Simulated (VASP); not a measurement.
# Tl (Fd-3m) in VASP: notebook, part 2 of 2

VASP 6.6.1. Earlier steps stand in the parts before.

**3. Single point, PBEsol (30.50 Å³/atom)**

File INCAR:

```
PREC = Accurate
ENCUT = 520
EDIFF = 1E-6
ISMEAR = -1
SIGMA = 0.1
LREAL = F
LASPH = T
NELM = 100
ALGO = Normal
ISIF = 2
LWAVE = F
LCHARG = F
GGA = PS
NBANDS = 20
```

File KPOINTS:

```
regular mesh
0
Gamma
  10 10 10
```

File POSCAR:

```
Tl
1.0
    0.0000000000      3.1244340342      3.1244340342
    3.1244340342      0.0000000000      3.1244340342
    3.1244340342      3.1244340342      0.0000000000
Tl
2
Direct
   -0.1250000000     -0.1250000000     -0.1250000000
    0.1250000000      0.1250000000      0.1250000000
```

Potentials or basis: VASP PAW PBE potentials, release 64 (Tl_d).

Started as:

```
> cat potpaw_PBE.64/Tl_d/POTCAR > POTCAR
> mpirun -np 1 vasp_std > vasp.out
```

OUTCAR:

```text
PREC = Accurate
   ENCUT = 520
   EDIFF = 1E-6
   ISMEAR = -1
   LREAL = F
   LASPH = T
   NELM = 100
   ISIF = 2
   GGA = PS

 ion  position               nearest neighbor table
   1  0.875  0.875  0.875-   2 2.71   2 2.71   2 2.71   2 2.71
   2  0.125  0.125  0.125-   1 2.71   1 2.71   1 2.71   1 2.71

  LATTYP: Found a face centered cubic cell.
 ALAT       =     6.2488680684

  Lattice vectors:

 A1 = (   0.0000000000,   3.1244340342,   3.1244340342)
 A2 = (   3.1244340342,   0.0000000000,   3.1244340342)
 A3 = (   3.1244340342,   3.1244340342,   0.0000000000)

Analysis of symmetry for initial positions (statically):
=====================================================================
 Subroutine PRICEL returns:
 Original cell was already a primitive cell.

 Routine SETGRP: Setting up the symmetry group for a
 face centered cubic supercell.

 Subroutine GETGRP returns: Found 48 space group operations
 (whereof 12 operations were pure point group operations)
 out of a pool of 48 trial point group operations.

The static configuration has the point symmetry D_3d.
 The point group associated with its full space group is O_h .

Analysis of symmetry for dynamics (positions and initial velocities):
=====================================================================
 Subroutine PRICEL returns:
 Original cell was already a primitive cell.

 Routine SETGRP: Setting up the symmetry group for a
 face centered cubic supercell.

 Subroutine GETGRP returns: Found 48 space group operations
 (whereof 12 operations were pure point group operations)
 out of a pool of 48 trial point group operations.

The dynamic configuration has the point symmetry D_3d.
 The point group associated with its full space group is O_h .

 Subroutine INISYM returns: Found 48 space group operations
 (whereof 12 operations are pure point group operations),
 and found     1 'primitive' translations

----------------------------------------------------------------------------------------

                                     Primitive cell

  volume of cell :      61.0020

  direct lattice vectors                    reciprocal lattice vectors
     0.000000000  3.124434034  3.124434034    -0.160028983  0.160028983  0.160028983
     3.124434034  0.000000000  3.124434034     0.160028983 -0.160028983  0.160028983
     3.124434034  3.124434034  0.000000000     0.160028983  0.160028983 -0.160028983

  length of vectors
     4.418616986  4.418616986  4.418616986     0.277178329  0.277178329  0.277178329

  position of ions in fractional coordinates (direct lattice)
     0.875000000  0.875000000  0.875000000
     0.125000000  0.125000000  0.125000000

  ion indices of the primitive-cell ions
   primitive index   ion index
                 1           1
                 2           2

----------------------------------------------------------------------------------------

 KPOINTS: regular mesh

Automatic generation of k-mesh.
 Grid dimensions read from file:
 generate k-points for:   10   10   10

 Generating k-lattice:

  Cartesian coordinates                     Fractional coordinates (reciprocal lattice)
    -0.016002898  0.016002898  0.016002898     0.100000000  0.000000000  0.000000000
     0.016002898 -0.016002898  0.016002898     0.000000000  0.100000000  0.000000000
     0.016002898  0.016002898 -0.016002898     0.000000000  0.000000000  0.100000000

  Length of vectors
     0.027717833  0.027717833  0.027717833

  Shift w.r.t. Gamma in fractional coordinates (k-lattice)
     0.000000000  0.000000000  0.000000000

 Subroutine IBZKPT returns following result:
 ===========================================

 Found     47 irreducible k-points:

 Following reciprocal coordinates:
            Coordinates               Weight
  0.000000  0.000000  0.000000      1.000000
  0.100000  0.000000  0.000000      8.000000
  0.200000  0.000000  0.000000      8.000000
  0.300000  0.000000  0.000000      8.000000
  0.400000  0.000000  0.000000      8.000000
  0.500000  0.000000  0.000000      4.000000
[... 16 lines left out ...]
  0.300000  0.300000  0.000000      6.000000
  0.400000  0.300000  0.000000     24.000000
 [... further k-points ...]
   k-points           NKPTS =     47   k-points in BZ     NKDIM =     47   number of bands    NBANDS=     20
   number of dos      NEDOS =    301   number of ions     NIONS =      2
   total plane-waves  NPLWV =  46656
   dimension x,y,z NGX =    36 NGY =   36 NGZ =   36
   dimension x,y,z NGXF=    72 NGYF=   72 NGZF=   72
   ions per type =               2
   NGX,Y,Z   is equivalent  to a cutoff of  13.54, 13.54, 13.54 a.u.
   NGXF,Y,Z  is equivalent  to a cutoff of  27.09, 27.09, 27.09 a.u.
 SYSTEM =  unknown system
   PREC   = accura    normal or accurate (medium, high low for compatibility)
   ISTART =      0    job   : 0-new  1-cont  2-samecut
   ICHARG =      2    charge: 1-file 2-atom 10-const
   ISPIN  =      1    spin polarized calculation?
   LNONCOLLINEAR =      F non collinear calculations
   LSORBIT =      F    spin-orbit coupling
   LASPH  =      T    aspherical Exc in radial PAW
   ENCUT  =  520.0 eV  38.22 Ry    6.18 a.u.   8.22  8.22  8.22*2*pi/ulx,y,z
   NELM   =    100;   NELMIN=  2; NELMDL= -5     # of ELM steps
   EDIFF  = 0.1E-05   stopping-criterion for ELM
   LREAL  =      F    real-space projection
   EDIFFG = 0.1E-04   stopping-criterion for IOM
   NSW    =      0    number of steps for IOM
   IBRION =     -1    ionic relax: 0-MD 1-quasi-New 2-CG
   NFREE  =      0    steps in history (QN), initial steepest desc. (CG)
   ISIF   =      2    stress and relaxation
   ISYM   =      2    0-nonsym 1-usesym 2-fastsym
   POTIM  = 0.5000    time-step for ionic-motion
   TEBEG  =    0.0;   TEEND  =   0.0 temperature during run
   PSTRESS=    0.0 pullay stress
   NELECT =      26.0000    total number of electrons
   NUPDOWN=      -1.0000    fix difference up-down
   EMIN   =  10.00;   EMAX   =-10.00  energy-range for DOS
   EFERMI =   0.00;   METHOD = LEGACY
   ISMEAR =    -1;   SIGMA  =   0.10  broadening in eV -4-tet -1-fermi 0-gaus
   EFERMI_NEDOS =   21; number of points for ismear=-14 and -15
   IALGO  =     38    algorithm
   IMIX   =      4    mixing-type and parameters
     AMIX     =   0.40;   BMIX     =  1.00
     AMIX_MAG =   1.60;   BMIX_MAG =  1.00
  volume/ion in A,a.u.               =      30.50       205.83
  Fermi-wavevector in a.u.,A,eV,Ry     =   1.232020  2.328181 20.651935  1.517874
  Thomas-Fermi vector in A             =   2.366807
   LORBIT       =      0    0 simple, 1 ext, 2 COOP (PROOUT), +10 PAW based schemes
   GGA     = PS    functional components
   LHFCALC =     F    Hartree Fock is set to
   AEXX    =    0.0000 exact exchange contribution
   IVDW    =     0    specifies the selected vdW correction
   LEPSILON=     F    determine dielectric tensor
   LRPA    =     F    only Hartree local field effects (RPA)
 non-spin polarized calculation
  energy-cutoff  :      520.00
  volume of cell :       61.00
 maximum number of plane-waves:      1676
 NGX is ok and might be reduce to    36
   NGX = 17   NGY = 17   NGZ = 17

 number of electron      25.9999998 magnetization

 Free energy of the ion-electron system (eV)
  ---------------------------------------------------
  ext. energy  EPLUGINS =         0.00000000
  ---------------------------------------------------
  free energy    TOTEN  =        -3.84121717 eV

  energy without entropy =       -3.80598718  energy(sigma->0) =       -3.82360218

 E-fermi :   5.5329     XC(G=0):  -9.7669

 val. band max:        5.5105593764   @ k =  -0.4000   0.3000   0.1000
 cond. band min:       5.5784201254   @ k =   0.5000   0.3000   0.1000
 fundamental gap:      0.0678607489
 Fermi energy:         5.5328526911

 k-point     1 :       0.0000    0.0000    0.0000
  band No.  band energies     occupation
      1      -6.9848      2.00000
      2      -6.9848      2.00000
      3      -6.9848      2.00000
      4      -6.8551      2.00000
      5      -6.8551      2.00000
      6      -5.7110      2.00000
[... 12 lines left out ...]
     19      11.2754      0.00000
     20      14.9776      0.00000
[... 507 lines left out ...]
 k-point    24 :       0.4000    0.3000    0.0000
  band No.  band energies     occupation
      1      -7.1544      2.00000
      2      -7.0952      2.00000
      3      -7.0205      2.00000
      4      -6.5560      2.00000
      5      -6.4740      2.00000
      6      -6.2788      2.00000
[... 12 lines left out ...]
     19      17.1553      0.00000
     20      17.2886      0.00000

 [... further k-points ...]

------------------------ aborting loop because EDIFF is reached ----------------------------------------

  FORCE on cell =-STRESS in cart. coord.  units (eV):
  Direction    XX          YY          ZZ          XY          YZ          ZX
  --------------------------------------------------------------------------------------
  -------------------------------------------------------------------------------------
  Total        4.4942878      4.4942878      4.4942878     -0.0000000     -0.0000000     -0.0000000
  in kB      118.0395082    118.0395082    118.0395082     -0.0000000     -0.0000000     -0.0000000
  external PRESSURE =     118.0395082 kB  Pullay stress =       0.0000000 kB

 VOLUME and BASIS-vectors are now :
 -----------------------------------------------------------------------------
  energy-cutoff  :      520.00
  volume of cell :       61.00
      direct lattice vectors                 reciprocal lattice vectors
     0.000000000  3.124434034  3.124434034    -0.160028983  0.160028983  0.160028983
     3.124434034  0.000000000  3.124434034     0.160028983 -0.160028983  0.160028983
     3.124434034  3.124434034  0.000000000     0.160028983  0.160028983 -0.160028983

 POSITION                                       TOTAL-FORCE (eV/Angst)
 -----------------------------------------------------------------------------------
      5.46776      5.46776      5.46776         0.000000     -0.000000     -0.000000
      0.78111      0.78111      0.78111         0.000000      0.000000      0.000000
 -----------------------------------------------------------------------------------
    total drift:                                0.000000      0.000000      0.000000

  FREE ENERGIE OF THE ION-ELECTRON SYSTEM (eV)
  ---------------------------------------------------
  free  energy   TOTEN  =        -3.8412171664 eV

  energy  without entropy=       -3.8059871836  energy(sigma->0) =       -3.82360218
```

stdout:

```text
POSCAR found type information on POSCAR Tl
 POSCAR found :  1 types and       2 ions
 scaLAPACK will be used
 -----------------------------------------------------------------------------
|                                                                             |
|                                                                             |
|     You enforced a specific xc type in the INCAR file but a different       |
|     I HOPE YOU KNOW WHAT YOU ARE DOING!                                     |
|                                                                             |
 -----------------------------------------------------------------------------

 LDA part: xc-table for (Slater+PW92), standard interpolation
 POSCAR, INCAR and KPOINTS ok, starting setup
 FFT: planning ... GRIDC
 FFT: planning ... GRID_SOFT
 FFT: planning ... GRID
 WAVECAR not read
 entering main loop
```

Wall time 62 s (1 thread of Intel Xeon 8259CL, shared host); peak memory 0.22 GiB.

What came out:

```
Free energy            : -3.8412 eV
Pressure               : 11.8 GPa
Band gap on the k mesh : zero (bands 13 and 14 overlap by 4.92 eV)
```

Levels at points of the mesh, in eV from the Fermi level:
| k point | band 10 | band 11 | band 12 | band 13 | band 14 | band 15 | band 16 | band 17 |
| --- | --- | --- | --- | --- | --- | --- | --- | --- |
| (0.00, 0.00, 0.00) | -10.96 | -10.55 | 1.61 | 3.50 | 3.50 | 3.50 | 5.11 | 5.11 |
| (0.50, 0.00, 0.00) | -10.91 | -7.86 | -5.26 | 1.48 | 1.48 | 2.21 | 6.28 | 6.28 |
| (0.50, 0.50, 0.00) | -10.82 | -6.24 | -6.24 | -0.65 | -0.65 | 2.89 | 2.89 | 11.89 |

Caveat: the cell stands under pressure; the PAW data sets were made with another functional, which shifts forces and pressure a little; spin-orbit coupling is left out, which moves the levels of the heavy elements.
